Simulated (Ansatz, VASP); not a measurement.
Ti: VASP beside Ansatz

The input INCAR:

```
SYSTEM = Ti
PREC     = Accurate       ! precision mode
ENCUT    = 520            ! plane-wave cutoff, eV
EDIFF    = 1E-6           ! SCF threshold, eV
ISMEAR   = -1             ! smearing method
SIGMA    = 0.1            ! smearing width, eV
LREAL    = .FALSE.        ! projectors in reciprocal space
LASPH    = .TRUE.         ! aspherical terms in the spheres
NELM     = 80             ! most SCF steps
ALGO     = Normal         ! electronic algorithm
ISIF     = 2              ! what is computed and relaxed
LWAVE    = .FALSE.        ! write WAVECAR
LCHARG   = .FALSE.        ! write CHGCAR
GGA      = B5             ! functional
ALDAX    = 1.0          
AGGAX    = 1.0          
AGGAC    = 1.0          
ALDAC    = 0.0          
NBANDS   = 19             ! bands
```

The input KPOINTS:

```
regular mesh
0
G
  20 20 11
  0 0 0
```

Contents of POSCAR:

```
Ti
1.0
    2.9218968506      0.0000000000      0.0000000000
   -1.4609484253      2.5304368998      0.0000000000
    0.0000000000      0.0000000000      4.6267461490
Ti
2
Direct
    0.3333333333      0.6666666667      0.2500000000
    0.6666666667      0.3333333333      0.7500000000
```

Input for Ansatz:

```yaml
crystal:
  lattice:
    - [2.9218968506, 0.0, 0.0]
    - [-1.4609484253, 2.5304368998, 0.0]
    - [0.0, 0.0, 4.626746149]
  atoms:
    - { symbol: Ti, position: [0.3333333333, 0.6666666667, 0.25] }
    - { symbol: Ti, position: [0.6666666667, 0.3333333333, 0.75] }
hamiltonian:
  xc: blyp
  pseudopotentials:
    kind: paw
    azcp:
      Ti: "pseudopotentials/Ti.paw.azcp"
basis:
  ecutwfc: 420
  fft_grid_basis: typed
kpoints:
  mp_grid: { grid: [20, 20, 11], shift: [0, 0, 0] }
magnetization:
  spin_polarized: false
scf:
  occupations: { method: fermi_dirac, width: 0.1 }
output:
  stress: true
```

Alike in both runs: task single point; functional BLYP; k mesh 20 × 20 × 11; occupations fermi-dirac, width 0.1 eV; no spin polarisation.

|  | VASP | Ansatz |
| --- | --- | --- |
| version | VASP 6.6.1 | Ansatz 0.2.0 |
| potentials or method | VASP PAW PBE potentials, release 64 (Ti_sv), cutoff 520 eV | plane waves (420 eV) with PAW, scalar-relativistic |
| valence electrons in the cell | 24 | 24 |

|  | VASP | Ansatz | Ansatz less VASP |
| --- | --- | --- | --- |
| pressure (GPa) | 4.5 | 4.6 | +0.04 |

VASP's potentials were made for PBE, not for BLYP. The functional is the same, so the differences come from potentials, cutoffs and numerics.
